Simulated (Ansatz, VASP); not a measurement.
Two plane-wave programs on TeOs

File INCAR:

```
PREC = Accurate
ENCUT = 600
EDIFF = 1E-7
ISMEAR = 0
SIGMA = 0.1
LREAL = False
LASPH = True
NELM = 60
ALGO = Normal
ISIF = 3
LWAVE = False
LCHARG = False
GGA = PE
IBRION = 2
NSW = 100
EDIFFG = -0.01
```

KPOINTS

```
regular mesh
0
Gamma
  16 16 16
```

File POSCAR:

```
TeOs
1.0
    3.3299713881      0.0000000000      0.0000000000
    0.0000000000      3.3299713881      0.0000000000
    0.0000000000      0.0000000000      3.3299713881
Te Os
1 1
Direct
    0.0000000000      0.0000000000      0.0000000000
    0.5000000000      0.5000000000      0.5000000000
```

Input for Ansatz:

```yaml
crystal:
  lattice:
    - [3.3299713881, 0.0, 0.0]
    - [0.0, 3.3299713881, 0.0]
    - [0.0, 0.0, 3.3299713881]
  atoms:
    - { symbol: Te, position: [0.0, 0.0, 0.0] }
    - { symbol: Os, position: [0.5, 0.5, 0.5] }
basis:
  ecutwfc: 420
kpoints:
  mp_grid: { grid: [16, 16, 16] }
hamiltonian:
  xc: pbe
scf:
  occupations: { method: gaussian, width: 0.1 }
output:
  forces: true
  stress: true
  eigenvalues: true
relax:
  adjacent_minimum: "off"
  f_tol: 0.01
  max_steps: 80
  cell: { stress_tol: 0.05 }
```

Alike in both runs: task relaxation of cell and atoms; functional PBE; k mesh 16 × 16 × 16; occupations gaussian, width 0.1 eV; no spin polarisation.

|  | VASP | Ansatz |
| --- | --- | --- |
| version | VASP 6.6.1 | Ansatz 0.2.0 |
| potentials or method | VASP PAW PBE potentials, release 64 (Te, Os), cutoff 600 eV | scalar-relativistic, plane waves, PAW |
| valence electrons in the cell | 14 | 32 |

```csv
,VASP,Ansatz,Ansatz less VASP
"gap on the k mesh at the Fermi level, each at its own relaxed structure (eV)",none,none,-
relaxed volume (Å³/atom),18.56,18.56,+0.002
relaxed cell length with the largest relative difference (Å),3.336,3.336,+0.0001
```

A gap of «none» marks a metal or a gap that the smearing closes. VASP's potentials hold 14 valence electrons a cell and Ansatz's 32, so a difference there can come from the potentials and not from the codes.

Spin-orbit coupling is off throughout.
